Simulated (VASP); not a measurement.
# NbP (I4_1md) in VASP: further runs, part 2 of 2

VASP 6.6.1. Earlier steps stand in the parts before.

**6. Single point, PBE**

This run uses another cell than the first one, of 16.75 Å³/atom.

Contents of INCAR:

```
PREC = Accurate ; ENCUT = 520
EDIFF = 1E-7 ; ISMEAR = 1
SIGMA = 0.15 ; LREAL = F
LASPH = T ; NELM = 60
ALGO = Normal ; ISIF = 2
LWAVE = F ; LCHARG = T
GGA = PE ; LELF = T
LVHAR = T ; NBANDS = 26
```

Contents of KPOINTS:

```
Automatic mesh
0
Gamma
  11 11 11
```

Contents of POSCAR:

```
NbP
1.0
   -1.6969642414      1.6969642414      5.8156445815
    1.6969642414     -1.6969642414      5.8156445815
    1.6969642414      1.6969642414     -5.8156445815
Nb P
2 2
Direct
    0.7498808000      0.7498808000      0.0000000000
    0.4998808000      0.9998808000      0.5000000000
    0.3327477700      0.3327477700      0.0000000000
    0.0827477800      0.5827477800      0.5000000000
```

Potentials or basis: VASP PAW PBE potentials, release 64 (Nb_sv, P).

On the command line:

```sh
> cat potpaw_PBE.64/Nb_sv/POTCAR potpaw_PBE.64/P/POTCAR > POTCAR
> mpirun -np 1 vasp_std > vasp.out
```

OUTCAR:

```text
PREC = Accurate
   ENCUT = 520
   EDIFF = 1E-7
   ISMEAR = 1
   LREAL = F
   LASPH = T
   NELM = 60
   ISIF = 2
   GGA = PE

 ion  position               nearest neighbor table
   1  0.750  0.750  0.000-   4 2.58   4 2.58   3 2.59   3 2.59   3 2.59   3 2.59
   2  0.500  1.000  0.500-   3 2.58   3 2.58   4 2.59   4 2.59   4 2.59   4 2.59
   3  0.333  0.333  0.000-   2 2.58   2 2.58   1 2.59   1 2.59   1 2.59   1 2.59
   4  0.083  0.583  0.500-   1 2.58   1 2.58   2 2.59   2 2.59   2 2.59   2 2.59

  LATTYP: Found a body centered tetragonal cell.
 ALAT       =     3.3939284828
 C/A-ratio  =     3.4270872889

  Lattice vectors:

 A1 = (  -1.6969642414,   1.6969642414,   5.8156445815)
 A2 = (   1.6969642414,  -1.6969642414,   5.8156445815)
 A3 = (   1.6969642414,   1.6969642414,  -5.8156445815)

Analysis of symmetry for initial positions (statically):
=====================================================================
 Subroutine PRICEL returns:
 Original cell was already a primitive cell.

 Routine SETGRP: Setting up the symmetry group for a
 body centered tetragonal supercell.

 Subroutine GETGRP returns: Found  8 space group operations
 (whereof  4 operations were pure point group operations)
 out of a pool of 16 trial point group operations.

The static configuration has the point symmetry C_2v.
 The point group associated with its full space group is C_4v.

Analysis of symmetry for dynamics (positions and initial velocities):
=====================================================================
 Subroutine PRICEL returns:
 Original cell was already a primitive cell.

 Routine SETGRP: Setting up the symmetry group for a
 body centered tetragonal supercell.

 Subroutine GETGRP returns: Found  8 space group operations
 (whereof  4 operations were pure point group operations)
 out of a pool of 16 trial point group operations.

The dynamic configuration has the point symmetry C_2v.
 The point group associated with its full space group is C_4v.

 Subroutine INISYM returns: Found  8 space group operations
 (whereof  4 operations are pure point group operations),
 and found     1 'primitive' translations

----------------------------------------------------------------------------------------

                                     Primitive cell

  volume of cell :      66.9890

  direct lattice vectors                    reciprocal lattice vectors
    -1.696964241  1.696964241  5.815644581     0.000000000  0.294643804  0.085974993
     1.696964241 -1.696964241  5.815644581     0.294643804  0.000000000  0.085974993
     1.696964241  1.696964241 -5.815644581     0.294643804  0.294643804  0.000000000

  length of vectors
     6.291350981  6.291350981  6.291350981     0.306931052  0.306931052  0.416689264

  position of ions in fractional coordinates (direct lattice)
     0.749880800  0.749880800  0.000000000
     0.499880800  0.999880800  0.500000000
     0.332747770  0.332747770  0.000000000
     0.082747780  0.582747780  0.500000000

  ion indices of the primitive-cell ions
   primitive index   ion index
                 1           1
                 2           2
                 3           3
                 4           4

----------------------------------------------------------------------------------------

 KPOINTS: Automatic mesh

Automatic generation of k-mesh.
 Grid dimensions read from file:
 generate k-points for:   11   11   11

 Generating k-lattice:

  Cartesian coordinates                     Fractional coordinates (reciprocal lattice)
     0.000000000  0.026785800  0.007815908     0.090909091 -0.000000000  0.000000000
     0.026785800  0.000000000  0.007815908    -0.000000000  0.090909091  0.000000000
     0.026785800  0.026785800  0.000000000     0.000000000  0.000000000  0.090909091

  Length of vectors
     0.027902823  0.027902823  0.037880842

  Shift w.r.t. Gamma in fractional coordinates (k-lattice)
     0.000000000  0.000000000  0.000000000

 Subroutine IBZKPT returns following result:
 ===========================================

 Found    126 irreducible k-points:

 Following reciprocal coordinates:
            Coordinates               Weight
  0.000000  0.000000  0.000000      1.000000
  0.090909  0.000000 -0.000000      8.000000
  0.181818  0.000000 -0.000000      8.000000
  0.272727  0.000000  0.000000      8.000000
  0.363636  0.000000  0.000000      8.000000
  0.454545  0.000000 -0.000000      8.000000
[... 16 lines left out ...]
 -0.272727  0.181818 -0.000000     16.000000
 -0.181818  0.181818  0.000000      4.000000
 [... further k-points ...]
   k-points           NKPTS =    126   k-points in BZ     NKDIM =    126   number of bands    NBANDS=     26
   number of dos      NEDOS =    301   number of ions     NIONS =      4
   total plane-waves  NPLWV = 110592
   dimension x,y,z NGX =    48 NGY =   48 NGZ =   48
   dimension x,y,z NGXF=    96 NGYF=   96 NGZF=   96
   ions per type =               2   2
   NGX,Y,Z   is equivalent  to a cutoff of  12.68, 12.68, 12.68 a.u.
   NGXF,Y,Z  is equivalent  to a cutoff of  25.37, 25.37, 25.37 a.u.
 SYSTEM =  unknown system
   PREC   = accura    normal or accurate (medium, high low for compatibility)
   ISTART =      0    job   : 0-new  1-cont  2-samecut
   ICHARG =      2    charge: 1-file 2-atom 10-const
   ISPIN  =      1    spin polarized calculation?
   LNONCOLLINEAR =      F non collinear calculations
   LSORBIT =      F    spin-orbit coupling
   LASPH  =      T    aspherical Exc in radial PAW
   ENCUT  =  520.0 eV  38.22 Ry    6.18 a.u.  11.70 11.70 11.70*2*pi/ulx,y,z
   NELM   =     60;   NELMIN=  2; NELMDL= -5     # of ELM steps
   EDIFF  = 0.1E-06   stopping-criterion for ELM
   LREAL  =      F    real-space projection
   EDIFFG = 0.1E-05   stopping-criterion for IOM
   NSW    =      0    number of steps for IOM
   IBRION =     -1    ionic relax: 0-MD 1-quasi-New 2-CG
   NFREE  =      0    steps in history (QN), initial steepest desc. (CG)
   ISIF   =      2    stress and relaxation
   ISYM   =      2    0-nonsym 1-usesym 2-fastsym
   POTIM  = 0.5000    time-step for ionic-motion
   TEBEG  =    0.0;   TEEND  =   0.0 temperature during run
   PSTRESS=    0.0 pullay stress
   NELECT =      36.0000    total number of electrons
   NUPDOWN=      -1.0000    fix difference up-down
   EMIN   =  10.00;   EMAX   =-10.00  energy-range for DOS
   EFERMI =   0.00;   METHOD = LEGACY
   ISMEAR =     1;   SIGMA  =   0.15  broadening in eV -4-tet -1-fermi 0-gaus
   EFERMI_NEDOS =   21; number of points for ismear=-14 and -15
   IALGO  =     38    algorithm
   IMIX   =      4    mixing-type and parameters
     AMIX     =   0.40;   BMIX     =  1.00
     AMIX_MAG =   1.60;   BMIX_MAG =  1.00
  volume/ion in A,a.u.               =      16.75       113.02
  Fermi-wavevector in a.u.,A,eV,Ry     =   1.330989  2.515205 24.103166  1.771533
  Thomas-Fermi vector in A             =   2.460034
   LORBIT       =      0    0 simple, 1 ext, 2 COOP (PROOUT), +10 PAW based schemes
   GGA     = PE    functional components
   LHFCALC =     F    Hartree Fock is set to
   AEXX    =    0.0000 exact exchange contribution
   IVDW    =     0    specifies the selected vdW correction
   LEPSILON=     F    determine dielectric tensor
   LRPA    =     F    only Hartree local field effects (RPA)
 non-spin polarized calculation
 Methfessel and Paxton  Order N= 1 SIGMA  =   0.15
  energy-cutoff  :      520.00
  volume of cell :       66.99
 maximum number of plane-waves:      1825
   NGX = 23   NGY = 23   NGZ = 23

 number of electron      35.9999999 magnetization

 Free energy of the ion-electron system (eV)
  ---------------------------------------------------
  ext. energy  EPLUGINS =         0.00000000
  ---------------------------------------------------
  free energy    TOTEN  =       -35.23584587 eV

  energy without entropy =      -35.23636559  energy(sigma->0) =      -35.23601911

 E-fermi :  10.0493     XC(G=0): -11.7975

 val. band max:       10.0478616201   @ k =  -0.0909   0.4545   0.0909
 cond. band min:      10.0495588194   @ k =  -0.1818  -0.4545   0.1818
 fundamental gap:      0.0016971993
 Fermi energy:        10.0493488215

 k-point     1 :       0.0000    0.0000    0.0000
  band No.  band energies     occupation
      1     -45.0133      2.00000
      2     -44.9829      2.00000
      3     -21.2194      2.00000
      4     -21.0649      2.00000
      5     -21.0649      2.00000
      6     -20.9309      2.00000
[... 18 lines left out ...]
     25      13.9227      0.00000
     26      13.9227      0.00000
[... 644 lines left out ...]
      4     -21.1323      2.00000
      5     -21.1100      2.00000
      6     -20.9949      2.00000
[... 18 lines left out ...]
     25      13.9688      0.00000
     26      15.1491      0.00000

 [... further k-points ...]
[... 5 lines left out ...]
  --------------------------------------------------------------------------------------
  -------------------------------------------------------------------------------------
  Total       -3.4708665     -3.4708665     -3.1891583      0.0000000      0.0000000      0.0000000
  in kB      -83.0128388    -83.0128388    -76.2752137      0.0000000      0.0000000      0.0000000
  external PRESSURE =     -80.7669638 kB  Pullay stress =       0.0000000 kB

 VOLUME and BASIS-vectors are now :
 -----------------------------------------------------------------------------
  energy-cutoff  :      520.00
  volume of cell :       66.99
      direct lattice vectors                 reciprocal lattice vectors
    -1.696964241  1.696964241  5.815644581     0.000000000  0.294643804  0.085974993
     1.696964241 -1.696964241  5.815644581     0.294643804  0.000000000  0.085974993
     1.696964241  1.696964241 -5.815644581     0.294643804  0.294643804  0.000000000

 POSITION                                       TOTAL-FORCE (eV/Angst)
 -----------------------------------------------------------------------------------
      0.00000      0.00000      8.72208        -0.000000      0.000000      0.003828
      1.69696      0.00000      5.81426         0.000000     -0.000000      0.003828
      0.00000      0.00000      3.87029        -0.000000      0.000000     -0.003828
      1.69696      0.00000      0.96246         0.000000     -0.000000     -0.003828
 -----------------------------------------------------------------------------------
    total drift:                               -0.000000     -0.000000     -0.000275

  FREE ENERGIE OF THE ION-ELECTRON SYSTEM (eV)
  ---------------------------------------------------
  free  energy   TOTEN  =       -35.2358458706 eV

  energy  without entropy=      -35.2363655854  energy(sigma->0) =      -35.23601911
```

It took 5.5 min on 1 thread of Intel Xeon 6975P-C (Granite Rapids), shared host; peak memory 0.43 GiB.

Results:

* Free energy: -35.2358 eV
* Pressure: -8.1 GPa
* Largest force: 0.004 eV/Å
* Band gap on the k mesh: zero (filled and empty bands touch)

Forces in eV/Å, atoms in the order of the input:
```
Nb   0.000  0.000  0.004
Nb   0.000  0.000  0.004
P    0.000  0.000 -0.004
P    0.000  0.000 -0.004
```

Caveat: the cell stands under tension.

**7. Overview**

```tsv
cell	gap on the mesh (eV)	pressure (GPa)	largest force (eV/Å)
a = 5.951 Å, angles 148.7, 148.7, 44.8°, 4 atoms	none	29.5	0.07
a = 6.039 Å, angles 148.7, 148.7, 44.8°, 4 atoms	none	16.9	0.05
a = 6.126 Å, angles 148.7, 148.7, 44.8°, 4 atoms	none	6.7	0.03
a = 6.210 Å, angles 148.7, 148.7, 44.8°, 4 atoms	none	-1.5	0.02
a = 6.291 Å, angles 148.7, 148.7, 44.8°, 4 atoms	none	-8.1	-
```

Alike in all rows: task single point; level PBE; potentials or basis VASP PAW PBE potentials, release 64 (Nb_sv, P); no spin polarisation; k mesh 11 × 11 × 11; cutoff (eV) 520; smearing methfessel-paxton 0.15 eV.

Caveats: the cell stands under pressure (at least some runs); the stress differs along the axes, from 26 to 31 GPa (at least some runs); the cell stands under tension (at least some runs).

Absolute energies hang on the potentials; compare differences alone.

The gap in the log of VASP goes by the Fermi energy; the results here count the filled bands.